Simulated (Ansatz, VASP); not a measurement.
SrTiO3 in VASP and in Ansatz

The input INCAR:

```
SYSTEM = SrTiO3
ALGO = Normal
EDIFF = 1E-6
ENCUT = 520
GGA = PS
ISIF = 2
ISMEAR = 0
LASPH = .True.
LCHARG = .True.
LELF = .True.
LREAL = .False.
LVHAR = .True.
LWAVE = .False.
NBANDS = 51
NELM = 80
PREC = Accurate
SIGMA = 0.05
```

File KPOINTS:

```
k-points
0
Gamma
  6 6 6
  0 0 0
```

The input POSCAR:

```
SrTiO3
1.0
   -3.8911201354      0.0000000000     -3.8911201354
    0.0000000000     -3.8911201354     -3.8911201354
   -3.8911201354     -3.8911201354      0.0000000000
Sr Ti O
2 2 6
Direct
    0.0000000000      0.0000000000      0.0000000000
    0.5000000000      0.5000000000      0.5000000000
    0.2500000000      0.2500000000      0.2500000000
    0.7500000000      0.7500000000      0.7500000000
    0.4793289866     -0.0206710134      0.5206710134
    0.0206710134      0.5206710134     -0.0206710134
    0.5206710134      0.0206710134     -0.0206710134
   -0.0206710134      0.4793289866      0.5206710134
    0.5000000000      0.5000000000      0.0413420267
    1.0000000000      1.0000000000      0.4586579733
```

Input for Ansatz:

```yaml
crystal:
  lattice:
    - [-3.8911201354, 0.0, -3.8911201354]
    - [0.0, -3.8911201354, -3.8911201354]
    - [-3.8911201354, -3.8911201354, 0.0]
  atoms:
    - { symbol: Sr, position: [0.0, 0.0, 0.0] }
    - { symbol: Sr, position: [0.5, 0.5, 0.5] }
    - { symbol: Ti, position: [0.25, 0.25, 0.25] }
    - { symbol: Ti, position: [0.75, 0.75, 0.75] }
    - { symbol: O, position: [0.4793289866, -0.0206710134, 0.5206710134] }
    - { symbol: O, position: [0.0206710134, 0.5206710134, -0.0206710134] }
    - { symbol: O, position: [0.5206710134, 0.0206710134, -0.0206710134] }
    - { symbol: O, position: [-0.0206710134, 0.4793289866, 0.5206710134] }
    - { symbol: O, position: [0.5, 0.5, 0.0413420267] }
    - { symbol: O, position: [1.0, 1.0, 0.4586579733] }
basis:
  ecutwfc: 420
kpoints:
  mp_grid: { grid: [6, 6, 6] }
hamiltonian:
  xc: pbesol
scf:
  occupations: { method: gaussian, width: 0.05 }
output:
  forces: true
  stress: true
  eigenvalues: true
```

Change from the starting cell: mode 1 (-82.8 1/cm) frozen in, largest displacement +0.228 Å.

Alike in both runs: task single point; functional PBEsol; k mesh 6 × 6 × 6; occupations gaussian, width 0.05 eV; no spin polarisation.

```csv
,VASP,Ansatz
version,VASP 6.6.1,Ansatz 0.2.0
potentials or method,"VASP PAW PBE potentials, release 64 (Sr_sv, Ti_sv, O), cutoff 520 eV","scalar-relativistic, plane waves, PAW"
valence electrons in the cell,80,80
```

```csv
,VASP,Ansatz,Ansatz less VASP
gap on the k mesh at the Fermi level (eV),1.95,1.98,+0.030
least direct gap on the mesh (eV),1.97,2.00,+0.031
pressure (GPa),0.2,-0.5,-0.70
"traceless stress, the component that is largest in VASP (GPa)",-0.74,-0.71,+0.029
rms of the force components (eV/Å),0.035,0.032,-0.0036
```

VASP's potentials were made for PBE, not for PBEsol. Atom by atom the forces differ by 0.004 eV/Å (rms over components).
